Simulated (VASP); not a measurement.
Here is a VASP 6.6.1 calculation.

File INCAR:

```
ALGO     = Normal         # electronic algorithm
EDIFF    = 1E-7           # SCF threshold, eV
EDIFFG   = -0.005         # ionic threshold
ENCUT    = 600            # plane-wave cutoff, eV
GGA      = PE             # functional
IBRION   = 2              # ionic algorithm
ISIF     = 3              # what is computed and relaxed
ISMEAR   = -1             # smearing method
LASPH    = True           # aspherical terms in the spheres
LCHARG   = False          # write CHGCAR
LREAL    = False          # projectors in reciprocal space
LWAVE    = False          # write WAVECAR
NELM     = 60             # most SCF steps
NSW      = 32             # ionic steps
PREC     = Accurate       # precision mode
PSTRESS  = 130.0        
SIGMA    = 0.08           # smearing width, eV
```

Contents of KPOINTS:

```
k-points
0
Gamma
  18 18 18
```

The input POSCAR:

```
Si
1.0
   -1.4857332895      1.4857332895      1.4857332895
    1.4857332895     -1.4857332895      1.4857332895
    1.4857332895      1.4857332895     -1.4857332895
Si
1
Direct
    0.0000000000      0.0000000000      0.0000000000
```

Potentials or basis: VASP PAW PBE potentials, release 64 (Si).

Launch:

```bash
$ cat potpaw_PBE.64/Si/POTCAR > POTCAR
$ mpirun -np 1 vasp_std > vasp.out
```

Task: Predict the band gap on the k mesh.

Result: Zero (bands 2 and 3 overlap by 17.33 eV).

Final structure:
```
CELL_PARAMETERS angstrom
-1.48573 1.48573 1.48573
1.48573 -1.48573 1.48573
1.48573 1.48573 -1.48573
ATOMIC_POSITIONS crystal
Si 0.00000 0.00000 0.00000
```

Caveat: the relaxation stopped at its first step, so nothing moved; the cell is relaxed towards a set pressure, so the run minimises the enthalpy, not the energy.
